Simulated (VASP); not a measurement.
Write the native input for VASP 6.6.1 that does the following.

```
Task                   : single point
Functional             : PBEsol
Potentials or basis    : VASP PAW PBE potentials, release 64 (Mg, B)
Cutoff                 : 520 eV
k mesh                 : 14 × 14 × 10
Occupations            : gaussian, width 0.1 eV
Spin                   : no spin polarisation
Dipole correction      : no
Further INCAR settings : ALGO = Normal; EDIFF = 1e-06; NBANDS = 11
```

The structure of MgB2 lies in POSCAR:

```
MgB2
1.0
    3.1030788097     -0.0617000141      0.0000000000
   -1.6049731845      2.6615285629      0.0000000000
    0.0000000000      0.0000000000      3.5340622200
Mg B
1 2
Direct
   -0.0004653860      0.0068423206      0.0000000000
    0.2777886360      0.6696379793      0.5000000000
    0.7226767500      0.3235197001      0.5000000000
```

This cell differs from its parent crystal: strained and its atoms moved.

These files were run (other wordings do the same):

INCAR

```
ALGO = Normal
EDIFF = 1E-6
ENCUT = 520
GGA = PS
ISIF = 2
ISMEAR = 0
LASPH = True
LCHARG = False
LREAL = False
LWAVE = False
NBANDS = 11
NELM = 100
PREC = Accurate
SIGMA = 0.1
```

KPOINTS

```
k-points
0
Gamma
  14 14 10
```

Potentials or basis: VASP PAW PBE potentials, release 64 (Mg, B).

Run with:

```console
$ cat potpaw_PBE.64/Mg/POTCAR potpaw_PBE.64/B/POTCAR > POTCAR
$ mpirun -np 1 vasp_std > vasp.out
```

Results of the run:

```yaml
Pressure: 10.9 GPa
Largest_force: 5.905 eV/Å
Band_gap_on_the_k_mesh: zero (band 4 reaches 8.50 eV, above the bottom of band 5 at 3.11 eV)
```

Caveat: the cell differs from its parent crystal (strained and its atoms moved); the PAW data sets were made with another functional, which shifts forces and pressure a little.

Wall time 2 min on 1 thread of Intel(R) Xeon(R) Platinum 8488C (Sapphire Rapids), with other jobs on the host, peak memory 0.31 GiB.
